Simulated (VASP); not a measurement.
Write the native input for VASP 6.6.1 that does the following.

- Task: single point
- Functional: PBE
- Potentials or basis: VASP PAW PBE potentials, release 64 (Li_sv, Cl)
- Cutoff: 520 eV
- k mesh: 8 × 8 × 8
- Occupations: gaussian, width 0.05 eV
- Spin: no spin polarisation
- Dipole correction: no
- Further INCAR settings: ALGO = Normal; EDIFF = 1e-07; NBANDS = 12

The structure of LiCl lies in POSCAR:

```
LiCl
1.0
    0.0000000000      2.5647600000      2.5647600000
    2.5647600000      0.0000000000      2.5647600000
    2.5647600000      2.5647600000      0.0000000000
Li Cl
1 1
Direct
    0.0000000000      0.0000000000      0.0000000000
    0.5000000000      0.5000000000      0.5000000000
```

One way to write it, as run:

INCAR

```
SYSTEM = LiCl
ALGO = Normal
EDIFF = 1E-7
ENCUT = 520
GGA = PE
ISIF = 2
ISMEAR = 0
LASPH = .True.
LCHARG = .False.
LREAL = .False.
LWAVE = .False.
NBANDS = 12
NELM = 80
PREC = Accurate
SIGMA = 0.05
```

KPOINTS

```
k-points
0
Gamma
  8 8 8
  0 0 0
```

Potentials or basis: VASP PAW PBE potentials, release 64 (Li_sv, Cl).

Run with:

```bash
$ cat potpaw_PBE.64/Li_sv/POTCAR potpaw_PBE.64/Cl/POTCAR > POTCAR
$ mpirun -np 1 vasp_std > vasp.out
```

Results of the run:

The band gap on the k mesh is 6.34 eV, direct.

Run time: 16 s on 1 thread of AMD EPYC 7R43 64-Core Processor (Zen 3) (shared host), peak memory 0.11 GiB.
